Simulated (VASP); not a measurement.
Write the native input for VASP 6.6.1 that does the following.

| Item | Value |
| --- | --- |
| Task | single point |
| Functional | r2SCAN |
| Potentials or basis | VASP PAW PBE potentials, release 64 (Cu, O) |
| Cutoff | 520 eV |
| k mesh | 7 × 7 × 7 |
| Occupations | fermi-dirac, width 0.1 eV |
| Spin | no spin polarisation |
| Dipole correction | no |
| Further INCAR settings | ALGO = Normal; EDIFF = 1e-07; NBANDS = 30 |

Cu3O2:

```xyz
5
Lattice="-2.0230 2.0230 3.6736 2.0230 -2.0230 3.6736 2.0230 2.0230 -3.6736" Properties=species:S:1:pos:R:3 pbc="T T T"
Cu    2.0230    0.0000    1.8368
Cu    0.0000    2.0230    1.8368
Cu    0.0000    0.0000    0.0000
O     2.0230    0.0000    0.0000
O     0.0000    2.0230    0.0000
```

The input as run:

POSCAR

```
Cu3O2
1.0
   -2.0229820000      2.0229820000      3.6736170000
    2.0229820000     -2.0229820000      3.6736170000
    2.0229820000      2.0229820000     -3.6736170000
Cu O
3 2
Direct
    0.2500000000      0.7500000000      0.5000000000
    0.7500000000      0.2500000000      0.5000000000
    0.0000000000      0.0000000000      0.0000000000
    0.0000000000      0.5000000000      0.5000000000
    0.5000000000      0.0000000000      0.5000000000
```

INCAR.step1

```
SYSTEM = Cu3O2
ALGO     = Normal         ! electronic algorithm
EDIFF    = 1E-4           ! SCF threshold, eV
ENCUT    = 520            ! plane-wave cutoff, eV
GGA      = PE             ! functional
ISMEAR   = -1             ! smearing method
LASPH    = .True.         ! aspherical terms in the spheres
LCHARG   = .False.        ! write CHGCAR
LREAL    = .False.        ! projectors in reciprocal space
LWAVE    = .True.         ! write WAVECAR
NBANDS   = 30             ! bands
NELM     = 100            ! most SCF steps
PREC     = Accurate       ! precision mode
SIGMA    = 0.1            ! smearing width, eV
```

INCAR.step2

```
SYSTEM = Cu3O2
ALGO     = Normal         ! electronic algorithm
EDIFF    = 1E-7           ! SCF threshold, eV
ENCUT    = 520            ! plane-wave cutoff, eV
ISIF     = 2              ! what is computed and relaxed
ISMEAR   = -1             ! smearing method
ISTART   = 1            
LASPH    = .True.         ! aspherical terms in the spheres
LCHARG   = .False.        ! write CHGCAR
LMIXTAU  = .True.       
LREAL    = .False.        ! projectors in reciprocal space
LWAVE    = .False.        ! write WAVECAR
METAGGA  = R2SCAN         ! meta-GGA
NBANDS   = 30             ! bands
NELM     = 100            ! most SCF steps
PREC     = Accurate       ! precision mode
SIGMA    = 0.1            ! smearing width, eV
```

KPOINTS

```
k-points
0
Gamma
  7 7 7
  0 0 0
```

Potentials or basis: VASP PAW PBE potentials, release 64 (Cu, O).

Command:

```sh
$ cat potpaw_PBE.64/Cu/POTCAR potpaw_PBE.64/O/POTCAR > POTCAR
$ cp INCAR.step1 INCAR
$ mpirun -np 1 vasp_std > vasp.out
$ cp INCAR.step2 INCAR
$ mpirun -np 1 vasp_std > vasp.out
```

Results of the run:

- Pressure: -3.6 GPa
- Band gap on the k mesh: zero (an odd number of electrons rules out a gap without spin polarisation)

Caveat: the cell stands under tension; the PAW data sets were made with another functional, which shifts forces and pressure a little; an odd number of electrons without spin polarisation forces a metal; a magnetic or distorted state may lie lower.

Run time: 9.8 min on 1 thread of Intel Xeon 8259CL, on a shared host, peak memory 0.25 GiB.
